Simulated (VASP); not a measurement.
# CdS (F-43m) in VASP: further runs

Aim: see how the results for CdS move with the level of theory and the settings. Levels: BLYP, PBE0, r2SCAN0, PBE-based screened hybrid with 30 % exact exchange. Tasks: relaxation of cell and atoms, single point.

All numbers are computed with VASP 6.6.1; they aren't measurements. Logs are shortened: lines on timing, memory, paths and dates and some standing lists are left out, and cuts for length are marked.

**1. The cell of the first run**

Symmetry: F-43m, No. 216, cubic system. The conventional cell has a = 5.833 Å, b = 5.833 Å, c = 5.833 Å, α = 90.00°, β = 90.00°, γ = 90.00°. Within 3.3 Å of Cd (site symmetry -43m) lie 4 S at 2.53 Å. S (site symmetry -43m) has 4 Cd at 2.53 Å within 3.3 Å.

**2. Relaxation of cell and atoms, BLYP**

Input file INCAR:

```
SYSTEM = CdS
PREC = Accurate
ENCUT = 600
EDIFF = 1E-6
ISMEAR = -1
SIGMA = 0.05
LREAL = .False.
LASPH = .True.
NELM = 100
ALGO = Normal
ISIF = 3
LWAVE = .False.
LCHARG = .False.
GGA = B5
ALDAX = 1.0
AGGAX = 1.0
AGGAC = 1.0
ALDAC = 0.0
IBRION = 2
NSW = 60
EDIFFG = -0.01
```

Input file KPOINTS:

```
Automatic mesh
0
Gamma
  8 8 8
  0 0 0
```

Input file POSCAR:

```
CdS
1.0
    0.0000000000      2.9165000000      2.9165000000
    2.9165000000      0.0000000000      2.9165000000
    2.9165000000      2.9165000000      0.0000000000
Cd S
1 1
Direct
    0.0000000000      0.0000000000      0.0000000000
    0.7500000000      0.7500000000      0.7500000000
```

Potentials or basis: VASP PAW PBE potentials, release 64 (Cd, S).

Command:

```console
$ cat potpaw_PBE.64/Cd/POTCAR potpaw_PBE.64/S/POTCAR > POTCAR
$ mpirun -np 1 vasp_std > vasp.out
```

OUTCAR:

```text
SYSTEM = CdS
   PREC = Accurate
   ENCUT = 600
   EDIFF = 1E-6
   ISMEAR = -1
   LREAL = .False.
   LASPH = .True.
   NELM = 100
   ISIF = 3
   GGA = B5
   IBRION = 2
   NSW = 60
   EDIFFG = -0.01

 ion  position               nearest neighbor table
   1  0.000  0.000  0.000-   2 2.53   2 2.53   2 2.53   2 2.53
   2  0.750  0.750  0.750-   1 2.53   1 2.53   1 2.53   1 2.53

  LATTYP: Found a face centered cubic cell.
 ALAT       =     5.8330000000

  Lattice vectors:

 A1 = (   0.0000000000,   2.9165000000,   2.9165000000)
 A2 = (   2.9165000000,   0.0000000000,   2.9165000000)
 A3 = (   2.9165000000,   2.9165000000,   0.0000000000)

Analysis of symmetry for initial positions (statically):
=====================================================================
 Subroutine PRICEL returns:
 Original cell was already a primitive cell.

 Routine SETGRP: Setting up the symmetry group for a
 face centered cubic supercell.

 Subroutine GETGRP returns: Found 24 space group operations
 (whereof 24 operations were pure point group operations)
 out of a pool of 48 trial point group operations.

The static configuration has the point symmetry T_d .

Analysis of symmetry for dynamics (positions and initial velocities):
=====================================================================
 Subroutine PRICEL returns:
 Original cell was already a primitive cell.

 Routine SETGRP: Setting up the symmetry group for a
 face centered cubic supercell.

 Subroutine GETGRP returns: Found 24 space group operations
 (whereof 24 operations were pure point group operations)
 out of a pool of 48 trial point group operations.

The dynamic configuration has the point symmetry T_d .

 Subroutine INISYM returns: Found 24 space group operations
 (whereof 24 operations are pure point group operations),
 and found     1 'primitive' translations

----------------------------------------------------------------------------------------

                                     Primitive cell

  volume of cell :      49.6153

  direct lattice vectors                    reciprocal lattice vectors
     0.000000000  2.916500000  2.916500000    -0.171438368  0.171438368  0.171438368
     2.916500000  0.000000000  2.916500000     0.171438368 -0.171438368  0.171438368
     2.916500000  2.916500000  0.000000000     0.171438368  0.171438368 -0.171438368

  length of vectors
     4.124553855  4.124553855  4.124553855     0.296939964  0.296939964  0.296939964
[... 96 lines left out ...]
   ISMEAR =    -1;   SIGMA  =   0.05  broadening in eV -4-tet -1-fermi 0-gaus
   EFERMI_NEDOS =   21; number of points for ismear=-14 and -15
   IALGO  =     38    algorithm
   IMIX   =      4    mixing-type and parameters
     AMIX     =   0.40;   BMIX     =  1.00
     AMIX_MAG =   1.60;   BMIX_MAG =  1.00
  volume/ion in A,a.u.               =      24.81       167.41
  Fermi-wavevector in a.u.,A,eV,Ry     =   1.167599  2.206442 18.548649  1.363287
  Thomas-Fermi vector in A             =   2.304097
   LORBIT       =      0    0 simple, 1 ext, 2 COOP (PROOUT), +10 PAW based schemes
   GGA     = B5    functional components
   LHFCALC =     F    Hartree Fock is set to
   AEXX    =    0.0000 exact exchange contribution
   IVDW    =     0    specifies the selected vdW correction
   LEPSILON=     F    determine dielectric tensor
   LRPA    =     F    only Hartree local field effects (RPA)
 conjugate gradient relaxation of ions
 non-spin polarized calculation
  energy-cutoff  :      600.00
  volume of cell :       49.62
 maximum number of plane-waves:      1676
 NGX is ok and might be reduce to    36
   NGX = 17   NGY = 17   NGZ = 17

--------------------------------------- Ionic step        1  -------------------------------------------

 number of electron      17.9999999 magnetization

 Free energy of the ion-electron system (eV)
  ---------------------------------------------------
  ext. energy  EPLUGINS =         0.00000000
  ---------------------------------------------------
  free energy    TOTEN  =        -5.11177589 eV

  energy without entropy =       -5.11177574  energy(sigma->0) =       -5.11177582

------------------------ aborting loop because EDIFF is reached ----------------------------------------

  FORCE on cell =-STRESS in cart. coord.  units (eV):
  Direction    XX          YY          ZZ          XY          YZ          ZX
  --------------------------------------------------------------------------------------
  -------------------------------------------------------------------------------------
  Total        2.0153351      2.0153351      2.0153351     -0.0000000      0.0000000      0.0000000
  in kB       65.0791574     65.0791574     65.0791574     -0.0000000      0.0000000      0.0000000
  external PRESSURE =      65.0791574 kB  Pullay stress =       0.0000000 kB
[... 59 lines left out ...]
--------------------------------------- Ionic step        3  -------------------------------------------

 number of electron      18.0000002 magnetization

 Free energy of the ion-electron system (eV)
  ---------------------------------------------------
  ext. energy  EPLUGINS =         0.00000000
  ---------------------------------------------------
  free energy    TOTEN  =        -5.21651733 eV

  energy without entropy =       -5.21651542  energy(sigma->0) =       -5.21651638

 E-fermi :   1.2900     XC(G=0):  -8.2080

 val. band max:        0.8182653134   @ k =   0.0000   0.0000   0.0000
 cond. band min:       1.6716424127   @ k =   0.0000   0.0000   0.0000
 fundamental gap:      0.8533770993
 Fermi energy:         1.2899528179

 k-point     1 :       0.0000    0.0000    0.0000
  band No.  band energies     occupation
      1     -10.9462      2.00000
      2      -6.6366      2.00000
      3      -6.6366      2.00000
      4      -6.6366      2.00000
      5      -6.2970      2.00000
      6      -6.2970      2.00000
      7       0.8183      1.99984
      8       0.8183      1.99984
      9       0.8183      1.99984
     10       1.6716      0.00097
     11       7.3508      0.00000
     12       7.3508      0.00000
     13       7.3508      0.00000
[... 354 lines left out ...]
  band No.  band energies     occupation
      1     -10.5707      2.00000
      2      -6.5156      2.00000
      3      -6.4890      2.00000
      4      -6.3119      2.00000
      5      -6.2766      2.00000
      6      -5.9213      2.00000
      7      -2.7388      2.00000
      8      -0.7849      2.00000
      9      -0.1648      2.00000
     10       4.8025      0.00000
     11       6.7376      0.00000
     12       7.8143      0.00000
     13       8.9746      0.00000

 [... further k-points ...]
[... 5 lines left out ...]
  --------------------------------------------------------------------------------------
  -------------------------------------------------------------------------------------
  Total        0.0099963      0.0099963      0.0099963     -0.0000000      0.0000000     -0.0000000
  in kB        0.2896683      0.2896683      0.2896683     -0.0000000      0.0000000     -0.0000000
  external PRESSURE =       0.2896683 kB  Pullay stress =       0.0000000 kB
[... 17 lines left out ...]
  FREE ENERGIE OF THE ION-ELECTRON SYSTEM (eV)
  ---------------------------------------------------
  free  energy   TOTEN  =        -5.2165173304 eV

  energy  without entropy=       -5.2165154197  energy(sigma->0) =       -5.21651638

 reached required accuracy - stopping structural energy minimisation
```

Wall time 2.3 min (1 thread of Intel Xeon 8259CL, shared host); peak memory 0.23 GiB.

What came out:

- Free energy: -5.2165 eV
- Relaxed volume: 27.65 Å³/atom
- Relaxed cell: a = 4.276 Å, b = 4.276 Å, c = 4.276 Å, α = 60.00°, β = 60.00°, γ = 60.00°
- Space group after relaxing (to 0.1 Å): F-43m (No. 216)
- Energy gained by relaxing: 52.4 meV/atom
- Ionic steps: 3
- Pressure after relaxing: 0.0 GPa
- Band gap on the k mesh: 0.85 eV

The path:
```
step  energy change (eV)  largest force (eV/Å)  pressure (GPa)  volume (Å³)
   1              0.0000                0.0000            6.51        49.62
   2             -0.0960                0.0000           -1.45        57.21
   3             -0.1047                0.0000            0.03        55.29
```

Final structure:
```xyz
2
Lattice="0.0000 3.0237 3.0237 3.0237 0.0000 3.0237 3.0237 3.0237 0.0000" Properties=species:S:1:pos:R:3 pbc="T T T"
Cd    0.0000    0.0000    0.0000
S     4.5356    4.5356    4.5356
```

Levels at points of the mesh, in eV from the valence-band top:
| k point | band 5 | band 6 | band 7 | band 8 | band 9 | band 10 | band 11 | band 12 | band 13 |
| --- | --- | --- | --- | --- | --- | --- | --- | --- | --- |
| (0.00, 0.00, 0.00) | -7.12 | -7.12 | 0.00 | 0.00 | 0.00 | 0.85 | 6.53 | 6.53 | 6.53 |
| (0.50, 0.00, 0.00) | -7.09 | -6.82 | -3.78 | -0.60 | -0.60 | 2.79 | 6.99 | 6.99 | 7.17 |
| (0.50, 0.50, 0.00) | -7.05 | -6.77 | -3.50 | -1.52 | -1.52 | 3.79 | 4.13 | 8.86 | 10.07 |

Caveat: the PAW data sets were made with another functional, which shifts forces and pressure a little.

**3. Single point, PBE0**

POSCAR is that of step 2.

Input file INCAR.step1:

```
ALGO     = Normal         # electronic algorithm
EDIFF    = 1E-5           # SCF threshold, eV
ENCUT    = 520            # plane-wave cutoff, eV
GGA      = PE             # functional
ISIF     = 2              # what is computed and relaxed
ISMEAR   = -1             # smearing method
LASPH    = True           # aspherical terms in the spheres
LCHARG   = False          # write CHGCAR
LREAL    = False          # projectors in reciprocal space
LWAVE    = True           # write WAVECAR
NBANDS   = 16             # bands
NELM     = 100            # most SCF steps
PREC     = Accurate       # precision mode
SIGMA    = 0.05           # smearing width, eV
```

Input file INCAR.step2:

```
AEXX     = 0.25           # exact-exchange fraction
ALGO     = Normal         # electronic algorithm
EDIFF    = 1E-6           # SCF threshold, eV
ENCUT    = 520            # plane-wave cutoff, eV
GGA      = PE             # functional
ISIF     = 2              # what is computed and relaxed
ISMEAR   = -1             # smearing method
ISTART   = 1            
LASPH    = True           # aspherical terms in the spheres
LCHARG   = False          # write CHGCAR
LHFCALC  = True           # exact exchange
LREAL    = False          # projectors in reciprocal space
LWAVE    = False          # write WAVECAR
NBANDS   = 16             # bands
NELM     = 100            # most SCF steps
PREC     = Accurate       # precision mode
PRECFOCK = Normal       
SIGMA    = 0.05           # smearing width, eV
```

Input file KPOINTS:

```
k-points
0
Gamma
  5 5 5
```

Potentials or basis: VASP PAW PBE potentials, release 64 (Cd, S).

Command:

```console
$ cat potpaw_PBE.64/Cd/POTCAR potpaw_PBE.64/S/POTCAR > POTCAR
$ cp INCAR.step1 INCAR
$ mpirun -np 1 vasp_std > vasp.out
$ cp INCAR.step2 INCAR
$ mpirun -np 1 vasp_std > vasp.out
```

OUTCAR:

```text
AEXX = 0.25
   EDIFF = 1E-6
   ENCUT = 520
   GGA = PE
   ISIF = 2
   ISMEAR = -1
   ISTART = 1
   LASPH = True
   LHFCALC = True
   LREAL = False
   NELM = 100
   PREC = Accurate
   PRECFOCK = Normal

 ion  position               nearest neighbor table
   1  0.000  0.000  0.000-   2 2.53   2 2.53   2 2.53   2 2.53
   2  0.750  0.750  0.750-   1 2.53   1 2.53   1 2.53   1 2.53

  LATTYP: Found a face centered cubic cell.
 ALAT       =     5.8330000000

  Lattice vectors:

[... 367 lines left out ...]
------------------------ aborting loop because EDIFF is reached ----------------------------------------

  FORCE on cell =-STRESS in cart. coord.  units (eV):
  Direction    XX          YY          ZZ          XY          YZ          ZX
  --------------------------------------------------------------------------------------
  -------------------------------------------------------------------------------------
  Total        0.5683943      0.5683943      0.5683943     -0.0000000     -0.0000000     -0.0000000
  in kB       18.3545773     18.3545773     18.3545773     -0.0000000     -0.0000000     -0.0000000
  external PRESSURE =      18.3545773 kB  Pullay stress =       0.0000000 kB

 VOLUME and BASIS-vectors are now :
 -----------------------------------------------------------------------------
  energy-cutoff  :      520.00
  volume of cell :       49.62
      direct lattice vectors                 reciprocal lattice vectors
     0.000000000  2.916500000  2.916500000    -0.171438368  0.171438368  0.171438368
     2.916500000  0.000000000  2.916500000     0.171438368 -0.171438368  0.171438368
     2.916500000  2.916500000  0.000000000     0.171438368  0.171438368 -0.171438368

 POSITION                                       TOTAL-FORCE (eV/Angst)
 -----------------------------------------------------------------------------------
      0.00000      0.00000      0.00000         0.000000      0.000000      0.000000
      4.37475      4.37475      4.37475        -0.000000     -0.000000     -0.000000
 -----------------------------------------------------------------------------------
    total drift:                               -0.000095     -0.000083     -0.000057

  FREE ENERGIE OF THE ION-ELECTRON SYSTEM (eV)
  ---------------------------------------------------
  free  energy   TOTEN  =        -8.1826063490 eV

  energy  without entropy=       -8.1826063490  energy(sigma->0) =       -8.18260635
```

Wall time 29 min (1 thread of AMD EPYC 7R13, shared host); peak memory 0.16 GiB.

What came out:

```yaml
Free_energy: -8.1826 eV
Pressure: 1.8 GPa
Band_gap_on_the_k_mesh: 2.86 eV
```

Levels at points of the mesh, in eV from the valence-band top:
```
           k point  band 7  band 8  band 9  band 10  band 11  band 12
(0.00, 0.00, 0.00)    0.00    0.00    0.00     2.86     8.45     8.45
```

Caveat: the PAW data sets were made with another functional, which shifts forces and pressure a little.

**4. Single point, r2SCAN0**

POSCAR is that of step 3.

Input file INCAR.step1:

```
  PREC = Accurate
  ENCUT = 520
  EDIFF = 1E-5
  ISMEAR = -1
  SIGMA = 0.05
  LREAL = False
  LASPH = True
  NELM = 100
  ALGO = Normal
  ISIF = 2
  LWAVE = True
  GGA = PE
  NBANDS = 16
```

Input file INCAR.step2:

```
  PREC = Accurate
  ENCUT = 520
  EDIFF = 1E-6
  ISMEAR = -1
  SIGMA = 0.05
  LREAL = False
  LASPH = True
  NELM = 100
  ALGO = Normal
  ISIF = 2
  LWAVE = False
  LCHARG = True
  METAGGA = R2SCAN
  LHFCALC = True
  AEXX = 0.25
  LMIXTAU = True
  PRECFOCK = Normal
  LELF = True
  LVHAR = True
  ISTART = 1
  NBANDS = 16
```

Input file KPOINTS:

```
regular mesh
0
Gamma
  5 5 5
```

Command:

```console
$ cat potpaw_PBE.64/Cd/POTCAR potpaw_PBE.64/S/POTCAR > POTCAR
$ cp INCAR.step1 INCAR
$ mpirun -np 1 vasp_std > vasp.out
$ cp INCAR.step2 INCAR
$ mpirun -np 1 vasp_std > vasp.out
```

Run time: 28 min. Hardware: 1 thread of AMD EPYC 7R13, shared host; peak memory 0.17 GiB.

The run converged. Its results:

```yaml
Free_energy: -25.9181 eV
Pressure: 1.1 GPa
Band_gap_on_the_k_mesh: 3.11 eV
```

Levels at points of the mesh, in eV from the valence-band top:
```
           k point  band 7  band 8  band 9  band 10  band 11  band 12
(0.00, 0.00, 0.00)    0.00    0.00    0.00     3.11     8.78     8.78
```

Caveat: the PAW data sets were made with another functional, which shifts forces and pressure a little.

**5. Single point, PBE-based screened hybrid with 30 % exact exchange**

POSCAR is that of step 4.

Input file INCAR.step1:

```
SYSTEM = CdS
ALGO = Normal ; EDIFF = 1E-5
ENCUT = 520 ; GGA = PE
ISIF = 2 ; ISMEAR = -1
LASPH = .TRUE. ; LCHARG = .FALSE.
LREAL = .FALSE. ; LWAVE = .TRUE.
NBANDS = 16 ; NELM = 80
PREC = Accurate ; SIGMA = 0.05
```

Input file INCAR.step2:

```
SYSTEM = CdS
AEXX = 0.3 ; ALGO = Normal
EDIFF = 1E-7 ; ENCUT = 520
GGA = PE ; HFSCREEN = 0.2
ISIF = 2 ; ISMEAR = -1
ISTART = 1 ; LASPH = .TRUE.
LCHARG = .FALSE. ; LHFCALC = .TRUE.
LREAL = .FALSE. ; LWAVE = .FALSE.
NBANDS = 16 ; NELM = 80
PREC = Accurate ; PRECFOCK = Normal
SIGMA = 0.05
```

Input file KPOINTS:

```
k-points
0
G
  4 4 4
  0 0 0
```

Command:

```console
$ cat potpaw_PBE.64/Cd/POTCAR potpaw_PBE.64/S/POTCAR > POTCAR
$ cp INCAR.step1 INCAR
$ mpirun -np 1 vasp_std > vasp.out
$ cp INCAR.step2 INCAR
$ mpirun -np 1 vasp_std > vasp.out
```

Run time: 14 min. Hardware: 1 thread of AMD EPYC 7R43 (Zen 3), shared host; peak memory 0.24 GiB.

It converged, with:

| Quantity | Value |
| --- | --- |
| Free energy | -7.9250 eV |
| Pressure | 2.0 GPa |
| Band gap on the k mesh | 2.43 eV |

Levels at points of the mesh, in eV from the valence-band top:
| k point | band 6 | band 7 | band 8 | band 9 | band 10 | band 11 | band 12 | band 13 |
| --- | --- | --- | --- | --- | --- | --- | --- | --- |
| (0.00, 0.00, 0.00) | -8.60 | 0.00 | 0.00 | 0.00 | 2.43 | 7.97 | 7.97 | 7.97 |
| (0.50, 0.00, 0.00) | -8.18 | -4.75 | -0.81 | -0.81 | 4.37 | 8.41 | 8.41 | 8.96 |
| (0.50, 0.50, 0.00) | -8.08 | -4.27 | -2.04 | -2.04 | 4.66 | 5.73 | 10.86 | 12.62 |

Caveat: the k points lie up to 0.47 Å⁻¹ apart; the PAW data sets were made with another functional, which shifts forces and pressure a little.

**6. The runs side by side**

```csv
task,level,cell,k mesh,cutoff (eV),grid for exact exchange (PRECFOCK),share of exact exchange,screening parameter,gap on the mesh (eV),pressure (GPa)
relaxation of cell and atoms,BLYP,relaxed,8 × 8 × 8,600,-,-,-,0.85,0.0
single point,PBE0,as given,5 × 5 × 5,520,Normal,0.25,-,2.86,1.8
single point,r2SCAN0,as given,5 × 5 × 5,520,Normal,0.25,-,3.11,1.1
single point,PBE-based screened hybrid with 30 % exact exchange,as given,4 × 4 × 4,520,Normal,0.3,0.2 1/Å,2.43,2.0
```

Alike in all rows: potentials or basis VASP PAW PBE potentials, release 64 (Cd, S); no spin polarisation; smearing fermi-dirac 0.05 eV.

Caveats: some runs use coarse meshes; the PAW data sets were made with another functional, which shifts forces and pressure a little.

Absolute energies hang on the potentials; compare differences alone.
